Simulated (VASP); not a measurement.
A run of VASP 6.6.1:

INCAR

```
  ALGO = Normal
  EDIFF = 1E-6
  EDIFFG = -0.04
  ENCUT = 600
  GGA = PE
  IBRION = 2
  ISIF = 3
  ISMEAR = 0
  LASPH = True
  LCHARG = False
  LREAL = False
  LWAVE = False
  NELM = 100
  NSW = 90
  PREC = Accurate
  SIGMA = 0.1
```

The input KPOINTS:

```
k-points
0
Gamma
  4 4 4
```

Contents of POSCAR:

```
NaP6
1.0
    0.0000000000      4.9139938500      4.9139938500
    4.9139938500      0.0000000000      4.9139938500
    4.9139938500      4.9139938500      0.0000000000
Na P
1 6
Direct
    0.0000000000      0.0000000000      0.0000000000
    0.7500000000      0.2500000000      0.2500000000
    0.2500000000      0.7500000000      0.7500000000
    0.2500000000      0.7500000000      0.2500000000
    0.7500000000      0.2500000000      0.7500000000
    0.2500000000      0.2500000000      0.7500000000
    0.7500000000      0.7500000000      0.2500000000
```

Potentials or basis: VASP PAW PBE potentials, release 64 (Na_pv, P).

Run with:

```bash
$ cat potpaw_PBE.64/Na_pv/POTCAR potpaw_PBE.64/P/POTCAR > POTCAR
$ mpirun -np 1 vasp_std > vasp.out
```

Hardware: 1 thread of Intel(R) Xeon(R) 6975P-C (Granite Rapids), on a shared host.

Task: Estimate the wall time of this run.

Result: Wall time 6.4 min on 1 thread of Intel(R) Xeon(R) 6975P-C (Granite Rapids) (shared host), peak memory 0.46 GiB. Counts: scf iterations 173, k points 8, ion steps 18.
